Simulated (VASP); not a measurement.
# Zn (P6_3/mmc) in VASP: single point with r2SCAN

Aim: the single point of Zn with r2SCAN.

Program: VASP 6.6.1. These are calculated values, not measurements. Logs are shortened: lines on timing, memory, paths and dates and some standing lists are left out, and cuts for length are marked.

## Step 1: The cell of the first run

The structure is hexagonal, space group P6_3/mmc (No. 194). Conventional cell: a = 4.305 Å, b = 4.305 Å, c = 4.686 Å, α = 90.00°, β = 90.00°, γ = 120.00°. Zn (site symmetry -6m2) has 5 Zn at 2.34 to 2.49 Å within 3.1 Å. Zn (site symmetry -6m2) has 15 Zn at 2.49 to 3.42 Å within 3.5 Å.

## Step 2: Single point, r2SCAN

POSCAR reads:

```
Zn
1.0
    4.3049717190      0.0000000000      0.0000000000
   -2.1524858595      3.7282148712      0.0000000000
    0.0000000000      0.0000000000      4.6863407594
Zn
4
Direct
    0.0000000000      0.0000000000      0.2500000000
    0.0000000000      0.0000000000      0.7500000000
    0.3333333333      0.6666666667      0.7500000000
    0.6666666667      0.3333333333      0.2500000000
```

INCAR.step1 reads:

```
SYSTEM = Zn
PREC = Accurate
ENCUT = 520
ISMEAR = 0
SIGMA = 0.1
LREAL = .FALSE.
LASPH = .TRUE.
NELM = 80
NBANDS = 32
GGA = PE
ALGO = Normal
EDIFF = 1E-4
LWAVE = .TRUE.
LCHARG = .FALSE.
```

INCAR.step2 reads:

```
SYSTEM = Zn
PREC = Accurate
ENCUT = 520
EDIFF = 1E-6
ISMEAR = 0
SIGMA = 0.1
LREAL = .FALSE.
LASPH = .TRUE.
NELM = 80
ALGO = Normal
ISIF = 2
LWAVE = .FALSE.
LCHARG = .FALSE.
METAGGA = R2SCAN
LMIXTAU = .TRUE.
NBANDS = 32
ISTART = 1
```

KPOINTS reads:

```
Automatic mesh
0
G
  12 12 10
  0 0 0
```

Potentials or basis: VASP PAW PBE potentials, release 64 (Zn).

Command:

```sh
$ cat potpaw_PBE.64/Zn/POTCAR > POTCAR
$ cp INCAR.step1 INCAR
$ mpirun -np 1 vasp_std > vasp.out
$ cp INCAR.step2 INCAR
$ mpirun -np 1 vasp_std > vasp.out
```

OUTCAR:

```text
SYSTEM = Zn
   PREC = Accurate
   ENCUT = 520
   EDIFF = 1E-6
   ISMEAR = 0
   LREAL = .FALSE.
   LASPH = .TRUE.
   NELM = 80
   ISIF = 2
   METAGGA = R2SCAN
   ISTART = 1

 ion  position               nearest neighbor table
   1  0.000  0.000  0.250-   2 2.34   2 2.34   4 2.49   4 2.49   4 2.49
   2  0.000  0.000  0.750-   1 2.34   1 2.34   3 2.49   3 2.49   3 2.49
   3  0.333  0.667  0.750-   2 2.49   2 2.49   2 2.49
   4  0.667  0.333  0.250-   1 2.49   1 2.49   1 2.49

  LATTYP: Found a hexagonal cell.
 ALAT       =     4.3049717190
 C/A-ratio  =     1.0885880478

  Lattice vectors:

 A1 = (   4.3049717190,   0.0000000000,   0.0000000000)
 A2 = (  -2.1524858595,   3.7282148712,   0.0000000000)
 A3 = (   0.0000000000,   0.0000000000,   4.6863407594)

Analysis of symmetry for initial positions (statically):
=====================================================================
 Subroutine PRICEL returns:
 Original cell was already a primitive cell.

 Routine SETGRP: Setting up the symmetry group for a
 hexagonal supercell.

 Subroutine GETGRP returns: Found 24 space group operations
 (whereof 12 operations were pure point group operations)
 out of a pool of 24 trial point group operations.

The static configuration has the point symmetry D_3d.
 The point group associated with its full space group is D_6h.

Analysis of symmetry for dynamics (positions and initial velocities):
=====================================================================
 Subroutine PRICEL returns:
 Original cell was already a primitive cell.

 Routine SETGRP: Setting up the symmetry group for a
 hexagonal supercell.

 Subroutine GETGRP returns: Found 24 space group operations
 (whereof 12 operations were pure point group operations)
 out of a pool of 24 trial point group operations.

The dynamic configuration has the point symmetry D_3d.
 The point group associated with its full space group is D_6h.

 Subroutine INISYM returns: Found 24 space group operations
 (whereof 12 operations are pure point group operations),
 and found     1 'primitive' translations

----------------------------------------------------------------------------------------

                                     Primitive cell

  volume of cell :      75.2151

  direct lattice vectors                    reciprocal lattice vectors
     4.304971719  0.000000000  0.000000000     0.232289563  0.134112442  0.000000000
    -2.152485860  3.728214871  0.000000000     0.000000000  0.268224884  0.000000000
     0.000000000  0.000000000  4.686340759     0.000000000  0.000000000  0.213386105

  length of vectors
     4.304971719  4.304971719  4.686340759     0.268224884  0.268224884  0.213386105

  position of ions in fractional coordinates (direct lattice)
     0.000000000  0.000000000  0.250000000
     0.000000000  0.000000000  0.750000000
     0.333333333  0.666666667  0.750000000
     0.666666667  0.333333333  0.250000000

  ion indices of the primitive-cell ions
   primitive index   ion index
                 1           1
                 2           2
                 3           3
                 4           4

----------------------------------------------------------------------------------------

 KPOINTS: Automatic mesh

Automatic generation of k-mesh.
 Grid dimensions read from file:
 generate k-points for:   12   12   10

 Generating k-lattice:

  Cartesian coordinates                     Fractional coordinates (reciprocal lattice)
     0.019357464  0.011176037  0.000000000     0.083333333  0.000000000  0.000000000
     0.000000000  0.022352074  0.000000000     0.000000000  0.083333333  0.000000000
     0.000000000  0.000000000  0.021338610     0.000000000  0.000000000  0.100000000

  Length of vectors
     0.022352074  0.022352074  0.021338610

  Shift w.r.t. Gamma in fractional coordinates (k-lattice)
     0.000000000  0.000000000  0.000000000

 Subroutine IBZKPT returns following result:
 ===========================================

 Found    114 irreducible k-points:

 Following reciprocal coordinates:
            Coordinates               Weight
  0.000000  0.000000  0.000000      1.000000
  0.083333  0.000000  0.000000      6.000000
  0.166667  0.000000  0.000000      6.000000
  0.250000 -0.000000  0.000000      6.000000
  0.333333 -0.000000  0.000000      6.000000
  0.416667  0.000000  0.000000      6.000000
[... 16 lines left out ...]
  0.250000 -0.000000  0.100000     12.000000
  0.333333 -0.000000  0.100000     12.000000
 [... further k-points ...]
   k-points           NKPTS =    114   k-points in BZ     NKDIM =    114   number of bands    NBANDS=     32
   number of dos      NEDOS =    301   number of ions     NIONS =      4
   total plane-waves  NPLWV =  36864
   dimension x,y,z NGX =    32 NGY =   32 NGZ =   36
   dimension x,y,z NGXF=    64 NGYF=   64 NGZF=   72
   ions per type =               4
   NGX,Y,Z   is equivalent  to a cutoff of  12.36, 12.36, 12.77 a.u.
   NGXF,Y,Z  is equivalent  to a cutoff of  24.72, 24.72, 25.54 a.u.
 SYSTEM =  Zn
   PREC   = accura    normal or accurate (medium, high low for compatibility)
   ISTART =      1    job   : 0-new  1-cont  2-samecut
   ICHARG =      0    charge: 1-file 2-atom 10-const
   ISPIN  =      1    spin polarized calculation?
   LNONCOLLINEAR =      F non collinear calculations
   LSORBIT =      F    spin-orbit coupling
   LASPH  =      T    aspherical Exc in radial PAW
   ENCUT  =  520.0 eV  38.22 Ry    6.18 a.u.   8.00  8.00  8.71*2*pi/ulx,y,z
   NELM   =     80;   NELMIN=  2; NELMDL=  0     # of ELM steps
   EDIFF  = 0.1E-05   stopping-criterion for ELM
   LREAL  =      F    real-space projection
   EDIFFG = 0.1E-04   stopping-criterion for IOM
   NSW    =      0    number of steps for IOM
   IBRION =     -1    ionic relax: 0-MD 1-quasi-New 2-CG
   NFREE  =      0    steps in history (QN), initial steepest desc. (CG)
   ISIF   =      2    stress and relaxation
   ISYM   =      2    0-nonsym 1-usesym 2-fastsym
   POTIM  = 0.5000    time-step for ionic-motion
   TEBEG  =    0.0;   TEEND  =   0.0 temperature during run
   PSTRESS=    0.0 pullay stress
   NELECT =      48.0000    total number of electrons
   NUPDOWN=      -1.0000    fix difference up-down
   EMIN   =  10.00;   EMAX   =-10.00  energy-range for DOS
   EFERMI =   0.00;   METHOD = LEGACY
   ISMEAR =     0;   SIGMA  =   0.10  broadening in eV -4-tet -1-fermi 0-gaus
   EFERMI_NEDOS =   21; number of points for ismear=-14 and -15
   IALGO  =     38    algorithm
   IMIX   =      4    mixing-type and parameters
     AMIX     =   0.40;   BMIX     =  1.00
     AMIX_MAG =   1.60;   BMIX_MAG =  1.00
  volume/ion in A,a.u.               =      18.80       126.89
  Fermi-wavevector in a.u.,A,eV,Ry     =   1.409463  2.663498 27.029126  1.986585
  Thomas-Fermi vector in A             =   2.531516
   LORBIT       =      0    0 simple, 1 ext, 2 COOP (PROOUT), +10 PAW based schemes
   METAGGA = R2SCAN    functional components
   LHFCALC =     F    Hartree Fock is set to
   AEXX    =    0.0000 exact exchange contribution
   IVDW    =     0    specifies the selected vdW correction
   LEPSILON=     F    determine dielectric tensor
   LRPA    =     F    only Hartree local field effects (RPA)
 non-spin polarized calculation
 Gauss-broadening in eV      SIGMA  =   0.10
  energy-cutoff  :      520.00
  volume of cell :       75.22
 maximum number of plane-waves:      2048
   NGX = 17   NGY = 17   NGZ = 17

 number of electron      47.9999984 magnetization

 Free energy of the ion-electron system (eV)
  ---------------------------------------------------
  ext. energy  EPLUGINS =         0.00000000
  ---------------------------------------------------
  free energy    TOTEN  =       -34.08043939 eV

  energy without entropy =      -34.07420944  energy(sigma->0) =      -34.07732441

 E-fermi :   1.3947     XC(G=0): -11.1530

 val. band max:        1.3517996642   @ k =   0.3333   0.0833   0.3000
 cond. band min:       1.4015762948   @ k =   0.5000  -0.0000   0.3000
 fundamental gap:      0.0497766306
 Fermi energy:         1.3946819374

 k-point     1 :       0.0000    0.0000    0.0000
  band No.  band energies     occupation
      1      -8.0035      2.00000
      2      -7.2316      2.00000
      3      -6.8751      2.00000
      4      -6.8750      2.00000
      5      -6.5416      2.00000
      6      -6.4958      2.00000
[... 24 lines left out ...]
     31      10.0617      0.00000
     32      10.0619      0.00000

 k-point     2 :       0.0833    0.0000    0.0000
  band No.  band energies     occupation
      1      -7.9512      2.00000
      2      -7.2108      2.00000
      3      -6.8820      2.00000
      4      -6.8785      2.00000
      5      -6.5615      2.00000
      6      -6.5196      2.00000
[... 24 lines left out ...]
     31       9.4672      0.00000
     32       9.7170      0.00000

 k-point     3 :       0.1667    0.0000    0.0000
  band No.  band energies     occupation
      1      -7.8166      2.00000
      2      -7.1330      2.00000
      3      -6.9004      2.00000
      4      -6.8868      2.00000
      5      -6.6202      2.00000
      6      -6.5681      2.00000
[... 24 lines left out ...]
     31       9.3243      0.00000
     32       9.6217      0.00000

 k-point     4 :       0.2500   -0.0000    0.0000
  band No.  band energies     occupation
      1      -7.6701      2.00000
      2      -6.9579      2.00000
      3      -6.9244      2.00000
      4      -6.8958      2.00000
      5      -6.6915      2.00000
      6      -6.6151      2.00000
[... 24 lines left out ...]
     31       9.0564      0.00000
     32       9.4997      0.00000

 k-point     5 :       0.3333   -0.0000    0.0000
  band No.  band energies     occupation
      1      -7.5771      2.00000
      2      -6.9473      2.00000
      3      -6.9024      2.00000
      4      -6.7556      2.00000
      5      -6.7076      2.00000
      6      -6.6507      2.00000
[... 584 lines left out ...]
     31       9.2926      0.00000
     32       9.4488      0.00000

 k-point    22 :       0.1667    0.0000    0.1000
  band No.  band energies     occupation
      1      -7.7411      2.00000
      2      -7.1087      2.00000
      3      -6.8816      2.00000
      4      -6.8680      2.00000
      5      -6.6182      2.00000
      6      -6.5642      2.00000
[... 24 lines left out ...]
     31       8.9872      0.00000
     32       9.4734      0.00000

 k-point    23 :       0.2500   -0.0000    0.1000
  band No.  band energies     occupation
      1      -7.6019      2.00000
      2      -6.9387      2.00000
      3      -6.9050      2.00000
      4      -6.8726      2.00000
      5      -6.6874      2.00000
      6      -6.6113      2.00000
[... 24 lines left out ...]
     31       8.8730      0.00000
     32       9.3278      0.00000

 k-point    24 :       0.3333   -0.0000    0.1000
  band No.  band energies     occupation
      1      -7.5171      2.00000
      2      -6.9273      2.00000
      3      -6.8870      2.00000
      4      -6.7495      2.00000
      5      -6.6899      2.00000
      6      -6.6469      2.00000
[... 24 lines left out ...]
     31       9.9629      0.00000
     32      10.3589      0.00000

 [... further k-points ...]

------------------------ aborting loop because EDIFF is reached ----------------------------------------

  FORCE on cell =-STRESS in cart. coord.  units (eV):
  Direction    XX          YY          ZZ          XY          YZ          ZX
  --------------------------------------------------------------------------------------
  -------------------------------------------------------------------------------------
  Total        0.2013423      0.2013423      0.1659591      0.0000000      0.0000000      0.0000000
  in kB        4.2888465      4.2888465      3.5351404      0.0000000      0.0000000      0.0000000
  external PRESSURE =       4.0376112 kB  Pullay stress =       0.0000000 kB

 VOLUME and BASIS-vectors are now :
 -----------------------------------------------------------------------------
  energy-cutoff  :      520.00
  volume of cell :       75.22
      direct lattice vectors                 reciprocal lattice vectors
     4.304971719  0.000000000  0.000000000     0.232289563  0.134112442  0.000000000
    -2.152485860  3.728214871  0.000000000     0.000000000  0.268224884  0.000000000
     0.000000000  0.000000000  4.686340759     0.000000000  0.000000000  0.213386105

 POSITION                                       TOTAL-FORCE (eV/Angst)
 -----------------------------------------------------------------------------------
      0.00000      0.00000      1.17159         0.000000      0.000000      0.000000
      0.00000      0.00000      3.51476        -0.000000      0.000000     -0.000000
     -0.00000      2.48548      3.51476        -0.000000      0.000000      0.000000
      2.15249      1.24274      1.17159         0.000000     -0.000000     -0.000000
 -----------------------------------------------------------------------------------
    total drift:                               -0.000000      0.000000      0.000000

  FREE ENERGIE OF THE ION-ELECTRON SYSTEM (eV)
  ---------------------------------------------------
  free  energy   TOTEN  =       -34.0804393855 eV

  energy  without entropy=      -34.0742094443  energy(sigma->0) =      -34.07732441
```

Wall time 6.9 min (1 thread of Intel Xeon Platinum 8488C (Sapphire Rapids), shared host); peak memory 0.33 GiB.

What came out:

```yaml
Free_energy: -34.0804 eV
Pressure: 0.4 GPa
Band_gap_on_the_k_mesh: zero (bands 24 and 25 overlap by 4.92 eV)
```

Stress tensor (GPa, compression positive):
```
0.43 0.00 0.00
0.00 0.43 0.00
0.00 0.00 0.35
```

Caveat: the PAW data sets were made with another functional, which shifts forces and pressure a little.
